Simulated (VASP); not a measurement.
# Cs4Ge in VASP: notebook

Runs on Cs4Ge. Level: PBE. Tasks: single point.

Everything below comes from runs of VASP 6.6.1. Logs are shortened: lines on timing, memory, paths and dates and some standing lists are left out, and cuts for length are marked.

### Step 1. The cell of the first run

The cell holds a sheet with vacuum, 5 atoms: a = 6.527 Å, b = 6.527 Å, c = 31.747 Å, α = 90.00°, β = 90.00°, γ = 120.00°.

The cell was built from a structure type or drawn by symmetry, and may not be a known phase.

### Step 2. Single point, PBE

The input, INCAR:

```
PREC = Accurate
ENCUT = 520
EDIFF = 1E-7
ISMEAR = 0
SIGMA = 0.1
LREAL = F
LASPH = T
NELM = 100
ALGO = Normal
ISIF = 2
LWAVE = F
LCHARG = F
LDIPOL = T
IDIPOL = 3
DIPOL = 0.5 0.5 0.268
GGA = PE
NBANDS = 33
```

The input, KPOINTS:

```
regular mesh
0
Gamma
  6 6 1
```

The input, POSCAR:

```
Cs4Ge
1.0
    6.5267661845      0.0000003180      0.0000000000
   -3.2633833676      5.6523451613      0.0000000000
    0.0000000000      0.0000000000     31.7466105552
Cs Ge
4 1
Direct
    0.3333333333      0.6666666667      0.3296919351
    0.3333333333      0.6666666667      0.2057983015
    0.6666666667      0.3333333333      0.2057983015
    0.6666666667      0.3333333333      0.3296919351
    1.0000000000      1.0000000000      0.2677451183
```

Potentials or basis: VASP PAW PBE potentials, release 64 (Cs_sv, Ge_d).

Command:

```
cat potpaw_PBE.64/Cs_sv/POTCAR potpaw_PBE.64/Ge_d/POTCAR > POTCAR
mpirun -np 1 vasp_std > vasp.out
```

OUTCAR:

```text
PREC = Accurate
   ENCUT = 520
   EDIFF = 1E-7
   ISMEAR = 0
   LREAL = F
   LASPH = T
   NELM = 100
   ISIF = 2
   GGA = PE

 ion  position               nearest neighbor table
   1  0.333  0.667  0.330-
   2  0.333  0.667  0.206-
   3  0.667  0.333  0.206-
   4  0.667  0.333  0.330-
   5  0.000  0.000  0.268-

  LATTYP: Found a hexagonal cell.
 ALAT       =     6.5267661845
 C/A-ratio  =     4.8640643249

  Lattice vectors:

 A1 = (   6.5267661845,   0.0000003180,   0.0000000000)
 A2 = (  -3.2633833676,   5.6523451613,   0.0000000000)
 A3 = (   0.0000000000,   0.0000000000,  31.7466105552)

Analysis of symmetry for initial positions (statically):
=====================================================================
 Subroutine PRICEL returns:
 Original cell was already a primitive cell.

 Routine SETGRP: Setting up the symmetry group for a
 hexagonal supercell.

 Subroutine GETGRP returns: Found 24 space group operations
 (whereof 12 operations were pure point group operations)
 out of a pool of 24 trial point group operations.

The static configuration has the point symmetry C_6v.
 The point group associated with its full space group is D_6h.

Analysis of symmetry for dynamics (positions and initial velocities):
=====================================================================
 Subroutine PRICEL returns:
 Original cell was already a primitive cell.

 Routine SETGRP: Setting up the symmetry group for a
 hexagonal supercell.

 Subroutine GETGRP returns: Found 24 space group operations
 (whereof 12 operations were pure point group operations)
 out of a pool of 24 trial point group operations.

The dynamic configuration has the point symmetry C_6v.
 The point group associated with its full space group is D_6h.

 Subroutine INISYM returns: Found 24 space group operations
 (whereof 12 operations are pure point group operations),
 and found     1 'primitive' translations

----------------------------------------------------------------------------------------

                                     Primitive cell

  volume of cell :    1171.1812

  direct lattice vectors                    reciprocal lattice vectors
     6.526766184  0.000000318  0.000000000     0.153215228  0.088458863  0.000000000
    -3.263383368  5.652345161  0.000000000    -0.000000009  0.176917712  0.000000000
     0.000000000  0.000000000 31.746610555     0.000000000  0.000000000  0.031499426

  length of vectors
     6.526766185  6.526766184 31.746610555     0.176917712  0.176917712  0.031499426

  position of ions in fractional coordinates (direct lattice)
     0.333333333  0.666666667  0.329691935
     0.333333333  0.666666667  0.205798302
     0.666666667  0.333333333  0.205798302
     0.666666667  0.333333333  0.329691935
     0.000000000  0.000000000  0.267745118

  ion indices of the primitive-cell ions
   primitive index   ion index
                 1           1
                 2           2
                 3           3
                 4           4
                 5           5

----------------------------------------------------------------------------------------

 KPOINTS: regular mesh

Automatic generation of k-mesh.
 Grid dimensions read from file:
 generate k-points for:    6    6    1

 Generating k-lattice:

  Cartesian coordinates                     Fractional coordinates (reciprocal lattice)
     0.025535871  0.014743144  0.000000000     0.166666667  0.000000000  0.000000000
    -0.000000001  0.029486285  0.000000000     0.000000000  0.166666667  0.000000000
     0.000000000  0.000000000  0.031499426     0.000000000  0.000000000  1.000000000

  Length of vectors
     0.029486285  0.029486285  0.031499426

  Shift w.r.t. Gamma in fractional coordinates (k-lattice)
     0.000000000  0.000000000  0.000000000

 Subroutine IBZKPT returns following result:
 ===========================================

 Found      7 irreducible k-points:

 Following reciprocal coordinates:
            Coordinates               Weight
  0.000000  0.000000  0.000000      1.000000
  0.166667  0.000000  0.000000      6.000000
  0.333333  0.000000  0.000000      6.000000
  0.500000  0.000000  0.000000      3.000000
  0.166667  0.166667  0.000000      6.000000
  0.333333  0.166667  0.000000     12.000000
  0.333333  0.333333  0.000000      2.000000
   k-points           NKPTS =      7   k-points in BZ     NKDIM =      7   number of bands    NBANDS=     33
   number of dos      NEDOS =    301   number of ions     NIONS =      5
   total plane-waves  NPLWV = 600000
   dimension x,y,z NGX =    50 NGY =   50 NGZ =  240
   dimension x,y,z NGXF=   100 NGYF=  100 NGZF=  480
   ions per type =               4   1
   NGX,Y,Z   is equivalent  to a cutoff of  12.74, 12.74, 12.57 a.u.
   NGXF,Y,Z  is equivalent  to a cutoff of  25.47, 25.47, 25.14 a.u.
 SYSTEM =  unknown system
   PREC   = accura    normal or accurate (medium, high low for compatibility)
   ISTART =      0    job   : 0-new  1-cont  2-samecut
   ICHARG =      2    charge: 1-file 2-atom 10-const
   ISPIN  =      1    spin polarized calculation?
   LNONCOLLINEAR =      F non collinear calculations
   LSORBIT =      F    spin-orbit coupling
   LASPH  =      T    aspherical Exc in radial PAW
   ENCUT  =  520.0 eV  38.22 Ry    6.18 a.u.  12.14 12.14 59.03*2*pi/ulx,y,z
   NELM   =    100;   NELMIN=  2; NELMDL= -5     # of ELM steps
   EDIFF  = 0.1E-06   stopping-criterion for ELM
   LREAL  =      F    real-space projection
   EDIFFG = 0.1E-05   stopping-criterion for IOM
   NSW    =      0    number of steps for IOM
   IBRION =     -1    ionic relax: 0-MD 1-quasi-New 2-CG
   NFREE  =      0    steps in history (QN), initial steepest desc. (CG)
   ISIF   =      2    stress and relaxation
   ISYM   =      2    0-nonsym 1-usesym 2-fastsym
   POTIM  = 0.5000    time-step for ionic-motion
   TEBEG  =    0.0;   TEEND  =   0.0 temperature during run
   PSTRESS=    0.0 pullay stress
   NELECT =      50.0000    total number of electrons
   NUPDOWN=      -1.0000    fix difference up-down
   EMIN   =  10.00;   EMAX   =-10.00  energy-range for DOS
   EFERMI =   0.00;   METHOD = LEGACY
   ISMEAR =     0;   SIGMA  =   0.10  broadening in eV -4-tet -1-fermi 0-gaus
   EFERMI_NEDOS =   21; number of points for ismear=-14 and -15
   IALGO  =     38    algorithm
   IMIX   =      4    mixing-type and parameters
     AMIX     =   0.40;   BMIX     =  1.00
     AMIX_MAG =   1.60;   BMIX_MAG =  1.00
  volume/ion in A,a.u.               =     234.24      1580.70
  Fermi-wavevector in a.u.,A,eV,Ry     =   0.572168  1.081240  4.454222  0.327376
  Thomas-Fermi vector in A             =   1.612930
   LORBIT       =      0    0 simple, 1 ext, 2 COOP (PROOUT), +10 PAW based schemes
   GGA     = PE    functional components
   LHFCALC =     F    Hartree Fock is set to
   AEXX    =    0.0000 exact exchange contribution
   IVDW    =     0    specifies the selected vdW correction
   LEPSILON=     F    determine dielectric tensor
   LRPA    =     F    only Hartree local field effects (RPA)
 non-spin polarized calculation
 Gauss-broadening in eV      SIGMA  =   0.10
  energy-cutoff  :      520.00
  volume of cell :     1171.18
 maximum number of plane-waves:     31561
 NGX is ok and might be reduce to    50
   NGX = 25   NGY = 25   NGZ =119

 dipolmoment           0.000000      0.000000     -0.000083 electrons x Angstroem

 number of electron      49.9999997 magnetization

 dipolmoment           0.000000      0.000000      0.000000 electrons x Angstroem

 Free energy of the ion-electron system (eV)
  ---------------------------------------------------
  ext. energy  EPLUGINS =         0.00000000
  ---------------------------------------------------
  free energy    TOTEN  =        -6.31452394 eV

  energy without entropy =       -6.30761962  energy(sigma->0) =       -6.31107178

 E-fermi :  -0.8898     XC(G=0):  -2.2541

 val. band max:       -0.9323062437   @ k =   0.0000   0.0000   0.0000
 cond. band min:      -0.6948111900   @ k =   0.1667   0.0000   0.0000
 fundamental gap:      0.2374950537
 Fermi energy:        -0.8897892848

 k-point     1 :       0.0000    0.0000    0.0000
  band No.  band energies     occupation
      1     -24.8145      2.00000
      2     -24.7604      2.00000
      3     -24.5585      2.00000
      4     -24.5081      2.00000
      5     -24.4623      2.00000
      6     -24.4540      2.00000
[... 25 lines left out ...]
     32       1.0060      0.00000
     33       1.0749      0.00000

 k-point     2 :       0.1667    0.0000    0.0000
  band No.  band energies     occupation
      1     -24.8000      2.00000
      2     -24.7461      2.00000
      3     -24.5743      2.00000
      4     -24.5236      2.00000
      5     -24.4623      2.00000
      6     -24.4540      2.00000
[... 25 lines left out ...]
     32       0.9404      0.00000
     33       1.1838      0.00000

 k-point     3 :       0.3333    0.0000    0.0000
  band No.  band energies     occupation
      1     -24.7621      2.00000
      2     -24.7089      2.00000
      3     -24.6145      2.00000
      4     -24.5632      2.00000
      5     -24.4624      2.00000
      6     -24.4540      2.00000
[... 25 lines left out ...]
     32       1.0332      0.00000
     33       1.1145      0.00000

 k-point     4 :       0.5000    0.0000    0.0000
  band No.  band energies     occupation
      1     -24.7314      2.00000
      2     -24.6787      2.00000
      3     -24.6464      2.00000
      4     -24.5945      2.00000
      5     -24.4624      2.00000
      6     -24.4540      2.00000
[... 25 lines left out ...]
     32       1.1628      0.00000
     33       1.2503      0.00000

 k-point     5 :       0.1667    0.1667    0.0000
  band No.  band energies     occupation
      1     -24.7733      2.00000
      2     -24.7198      2.00000
      3     -24.6028      2.00000
      4     -24.5516      2.00000
      5     -24.4624      2.00000
      6     -24.4539      2.00000
[... 25 lines left out ...]
     32       1.0073      0.00000
     33       1.1552      0.00000

 k-point     6 :       0.3333    0.1667    0.0000
  band No.  band energies     occupation
      1     -24.7315      2.00000
      2     -24.6787      2.00000
      3     -24.6463      2.00000
      4     -24.5945      2.00000
      5     -24.4624      2.00000
      6     -24.4539      2.00000
[... 25 lines left out ...]
     32       0.9378      0.00000
     33       1.0289      0.00000

 k-point     7 :       0.3333    0.3333    0.0000
  band No.  band energies     occupation
      1     -24.6892      2.00000
      2     -24.6892      2.00000
      3     -24.6369      2.00000
      4     -24.6369      2.00000
      5     -24.4624      2.00000
      6     -24.4538      2.00000
[... 25 lines left out ...]
     32       0.7716      0.00000
     33       1.4820      0.00000

------------------------ aborting loop because EDIFF is reached ----------------------------------------

 vacuum level on the upper side and lower side of the slab       (xc-potential included)        -0.004        -0.005

  FORCE on cell =-STRESS in cart. coord.  units (eV):
  Direction    XX          YY          ZZ          XY          YZ          ZX
  --------------------------------------------------------------------------------------
  -------------------------------------------------------------------------------------
  Total        0.0294675      0.0294675      0.0120958      0.0000000     -0.0000000      0.0000000
  in kB        0.0403116      0.0403116      0.0165470      0.0000000     -0.0000000      0.0000000
  external PRESSURE =       0.0323901 kB  Pullay stress =       0.0000000 kB

 VOLUME and BASIS-vectors are now :
 -----------------------------------------------------------------------------
  energy-cutoff  :      520.00
  volume of cell :     1171.18
      direct lattice vectors                 reciprocal lattice vectors
     6.526766184  0.000000318  0.000000000     0.153215228  0.088458863  0.000000000
    -3.263383368  5.652345161  0.000000000    -0.000000009  0.176917712  0.000000000
     0.000000000  0.000000000 31.746610555     0.000000000  0.000000000  0.031499426

 POSITION                                       TOTAL-FORCE (eV/Angst)
 -----------------------------------------------------------------------------------
     -0.00000      3.76823     10.46660         0.000000     -0.000000      0.004706
     -0.00000      3.76823      6.53340         0.000000      0.000000     -0.004706
      3.26338      1.88412      6.53340        -0.000000      0.000000     -0.004706
      3.26338      1.88412     10.46660         0.000000     -0.000000      0.004706
      0.00000      0.00000      8.50000        -0.000000     -0.000000      0.000000
 -----------------------------------------------------------------------------------
    total drift:                                0.000000      0.000000     -0.000048

  FREE ENERGIE OF THE ION-ELECTRON SYSTEM (eV)
  ---------------------------------------------------
  free  energy   TOTEN  =        -6.3145239386 eV

  energy  without entropy=       -6.3076196242  energy(sigma->0) =       -6.31107178

 vacuum level on the upper side and lower side of the slab         0.960         0.960
```

Wall time 9.5 min (1 thread of Intel Xeon Platinum 8488C (Sapphire Rapids), shared host); peak memory 1.1 GiB.

Results:

| Item | Value |
| --- | --- |
| Free energy | -6.3145 eV |
| Largest force | 0.005 eV/Å |
| Band gap on the k mesh | zero (filled and empty bands touch) |

Forces on the atoms (eV/Å):
```
Cs   0.000  0.000  0.005
Cs   0.000  0.000 -0.005
Cs   0.000  0.000 -0.005
Cs   0.000  0.000  0.005
Ge   0.000  0.000  0.000
```

Caveat: spin-orbit coupling is left out, which moves the levels of the heavy elements.

### Step 3. Single point, PBE

This run uses another cell than the first one.

The input, INCAR:

```
SYSTEM = Cs4Ge
  PREC = Accurate
  ENCUT = 520
  EDIFF = 1E-7
  ISMEAR = 0
  SIGMA = 0.1
  LREAL = .FALSE.
  LASPH = .TRUE.
  NELM = 100
  ALGO = Normal
  ISIF = 2
  LWAVE = .FALSE.
  LCHARG = .FALSE.
  LDIPOL = .TRUE.
  IDIPOL = 3
  DIPOL = 0.5 0.5 0.281
  GGA = PE
  NBANDS = 33
```

The input, KPOINTS:

```
regular mesh
0
G
  6 6 1
  0 0 0
```

The input, POSCAR:

```
Cs4Ge
1.0
    6.5426470293      0.0000003187      0.0000000000
   -3.2713237907      5.6660983760      0.0000000000
    0.0000000000      0.0000000000     30.2738024539
Cs Ge
4 1
Direct
    0.3333333333      0.6666666667      0.3463936403
    0.3333333333      0.6666666667      0.2151479772
    0.6666666667      0.3333333333      0.2151479772
    0.6666666667      0.3333333333      0.3463936403
    1.0000000000      1.0000000000      0.2807708088
```

Potentials or basis: VASP PAW PBE potentials, release 64 (Cs_sv, Ge_d).

Command:

```
cat potpaw_PBE.64/Cs_sv/POTCAR potpaw_PBE.64/Ge_d/POTCAR > POTCAR
mpirun -np 1 vasp_std > vasp.out
```

Run time: 8.8 min. Hardware: 1 thread of Intel Xeon Platinum 8488C (Sapphire Rapids), shared host; peak memory 1.2 GiB.

Results (log left out):

- Free energy: -6.3137 eV
- Largest force: 0.028 eV/Å
- Band gap on the k mesh: zero (filled and empty bands touch)

Forces on the atoms (eV/Å):
```
Cs   0.000  0.000 -0.028
Cs   0.000  0.000  0.028
Cs   0.000  0.000  0.028
Cs   0.000  0.000 -0.028
Ge   0.000  0.000  0.000
```

Levels at points of the mesh, in eV from the Fermi level:
```
           k point  band 23  band 24  band 25  band 26  band 27  band 28
(0.00, 0.00, 0.00)    -0.87    -0.39    -0.04    -0.04     0.54     1.26
(0.50, 0.00, 0.00)    -0.62    -0.28    -0.18     0.65     0.96     1.08
```

Caveat: spin-orbit coupling is left out, which moves the levels of the heavy elements.

(Part 1 of 2 ends here.)
